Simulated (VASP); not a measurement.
Here is a VASP 6.6.1 calculation.

INCAR

```
  PREC = Accurate
  ENCUT = 750
  EDIFF = 1E-6
  ISMEAR = 0
  SIGMA = 0.1
  LREAL = False
  LASPH = True
  NELM = 120
  ALGO = Normal
  ISIF = 2
  LWAVE = False
  LCHARG = False
  GGA = PE
  NBANDS = 13
  GGA_COMPAT = False
```

File KPOINTS:

```
regular mesh
0
Gamma
  4 4 4
```

The input POSCAR:

```
Li2S
1.0
    0.0000000000      2.8351678429      2.8351678429
    2.8351678429      0.0000000000      2.8351678429
    2.8351678429      2.8351678429      0.0000000000
Li S
2 1
Direct
    1.4740000000      1.2820000000      1.5820000000
    0.9740000000      0.7820000000      1.0820000000
    0.7240000000      0.5320000000      0.8320000000
```

Potentials or basis: VASP PAW PBE potentials, release 64 (Li_sv, S).

Run with:

```console
$ cat potpaw_PBE.64/Li_sv/POTCAR potpaw_PBE.64/S/POTCAR > POTCAR
$ mpirun -np 1 vasp_std > vasp.out
```

(1) What does it give for the pressure?

(2) What does it give for the band gap on the k mesh?

Answers

(1) 0.7 GPa.

(2) 3.38 eV (least direct gap 4.34 eV).

Caveat: the k points lie up to 0.48 Å⁻¹ apart.
